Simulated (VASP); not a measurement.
A run of VASP 6.6.1 is set up as follows.

The input INCAR:

```
SYSTEM = Mo
ALGO = Normal
EDIFF = 1E-6
ENCUT = 520
GGA = PE
ISIF = 2
ISMEAR = 1
LASPH = .True.
LCHARG = .True.
LELF = .True.
LREAL = .False.
LVHAR = .True.
LWAVE = .False.
NBANDS = 13
NELM = 80
PREC = Accurate
SIGMA = 0.15
```

Contents of KPOINTS:

```
k-points
0
Gamma
  13 13 13
  0 0 0
```

The input POSCAR:

```
Mo
1.0
   -1.6009037753      1.6009037753      1.6009037753
    1.6009037753     -1.6009037753      1.6009037753
    1.6009037753      1.6009037753     -1.6009037753
Mo
1
Direct
    0.0000000000      0.0000000000      0.0000000000
```

Potentials or basis: VASP PAW PBE potentials, release 64 (Mo_sv).

The run is started by

```console
$ cat potpaw_PBE.64/Mo_sv/POTCAR > POTCAR
$ mpirun -np 1 vasp_std > vasp.out
```

Predict the pressure.

-8.9 GPa.

Predict the band gap on the k mesh.

zero (band 7 reaches 15.18 eV, above the bottom of band 8 at 10.54 eV).
